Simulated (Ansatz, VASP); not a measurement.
**Two plane-wave programs on Ga5N**

```
Ga N
1.0
     0.00000    4.14209    4.14209
     4.14209    0.00000    4.14209
     4.14209    4.14209    0.00000
Ga N
5 1
Direct
  0.63702 0.08894 0.63702
  0.63702 0.63702 0.63702
  0.08894 0.63702 0.63702
  0.63702 0.63702 0.08894
  0.00000 0.00000 0.00000
  0.50000 0.50000 0.50000
```

Alike in both runs: task single point; functional PBE; k mesh 4 × 4 × 4; occupations gaussian, width 0.1 eV; collinear spin.

|  | VASP | Ansatz |
| --- | --- | --- |
| version | VASP 6.6.1 | Ansatz 0.2.0 |
| potentials or method | VASP PAW PBE potentials, release 64 (Ga_d, N), cutoff 520 eV | scalar-relativistic, plane waves, PAW |
| valence electrons in the cell | 70 | 70 |

Ansatz gave:

| Property | Result |
| --- | --- |
| gap on the k mesh at the Fermi level (eV) | none |
| pressure (GPa) | 0.0 |
| rms of the force components (eV/Å) | 0.005 |
| net moment per atom (μB) | 0.00 |

Estimate VASP's values.

gap on the k mesh at the Fermi level (eV): none; pressure (GPa): 0.1; rms of the force components (eV/Å): 0.000; net moment per atom (μB): 0.00.

Atom by atom the forces differ by 0.005 eV/Å (rms over components). A gap of «none» marks a metal or a gap that the smearing closes. Ansatz's warnings: seeded moment not kept.
